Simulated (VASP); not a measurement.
A run of VASP 6.6.1:

Contents of INCAR:

```
SYSTEM = SnSe
ALGO = Normal ; EDIFF = 1E-7
ENCUT = 520 ; GGA = PE
ISIF = 2 ; ISMEAR = 0
IVDW = 12 ; LASPH = .TRUE.
LCHARG = .TRUE. ; LELF = .TRUE.
LREAL = .FALSE. ; LVHAR = .TRUE.
LWAVE = .FALSE. ; NBANDS = 50
NELM = 100 ; PREC = Accurate
SIGMA = 0.05
```

The input KPOINTS:

```
k-points
0
G
  8 8 3
  0 0 0
```

The input POSCAR:

```
SnSe
1.0
    0.0000000000     -4.1672321195      0.0000000000
    0.0000000000      0.0000000000     -4.3883961024
   11.4836155581     -0.8334464239      0.0000000000
Sn Se
4 4
Direct
    0.6264688207      0.9039441748      0.6176558965
    0.1735311793      0.0960558252      0.3823441035
    0.0735311793      0.4039441748      0.8823441035
    0.7264688207      0.5960558252      0.1176558965
    0.6786011696      0.5230073193      0.3569941520
    0.1213988304      0.4769926807      0.6430058480
    0.2213988304      0.0230073193      0.1430058480
    0.5786011696      0.9769926807      0.8569941520
```

Potentials or basis: VASP PAW PBE potentials, release 64 (Sn_d, Se).

Launch:

```sh
$ cat potpaw_PBE.64/Sn_d/POTCAR potpaw_PBE.64/Se/POTCAR > POTCAR
$ mpirun -np 1 vasp_std > vasp.out
```

Hardware: 1 thread of Oxide Virtual Turin-like Processor (shared host).

Q: How long does it take, and how much memory?

A: Wall time 28 min on 1 thread of Oxide Virtual Turin-like Processor (shared host), peak memory 0.83 GiB. Counts: scf iterations 14, k points 98.
